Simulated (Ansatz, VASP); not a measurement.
## One calculation of TiAl3, two programs

```
CELL_PARAMETERS angstrom
5.59627 0.00000 0.00000
-2.79813 4.84651 0.00000
0.00000 0.00000 4.67209
ATOMIC_POSITIONS crystal
Ti 0.66667 0.33333 0.25000
Ti 0.33333 0.66667 0.75000
Al 0.16548 0.33096 0.25000
Al 0.16548 0.83452 0.25000
Al 0.66904 0.83452 0.25000
Al 0.33096 0.16548 0.75000
Al 0.83452 0.16548 0.75000
Al 0.83452 0.66904 0.75000
```

Change from the starting cell: species swapped into the La3Mg type (P6_3/mmc, No. 194).

Alike in both runs: functional PBE; k mesh 3 × 3 × 4; occupations gaussian, width 0.1 eV; no spin polarisation.

Ansatz relaxed the structure, and its values are those at the end. VASP's run is a single point on that final structure, the one shown.

|  | VASP | Ansatz |
| --- | --- | --- |
| version | VASP 6.6.1 | Ansatz 0.2.0 |
| potentials or method | VASP PAW PBE potentials, release 64 (Ti_sv, Al), cutoff 520 eV | scalar-relativistic, plane waves, PAW |
| valence electrons in the cell | 42 | 42 |

```csv
,VASP,Ansatz,Ansatz less VASP
gap on the k mesh at the Fermi level (eV),none,none,-
pressure (GPa),-0.1,0.0,+0.02
rms of the force components (eV/Å),0.004,0.004,-0.0008
```

A gap of «none» marks a metal or a gap that the smearing closes.

The k mesh is coarse, so the values compare programs but aren't converged.
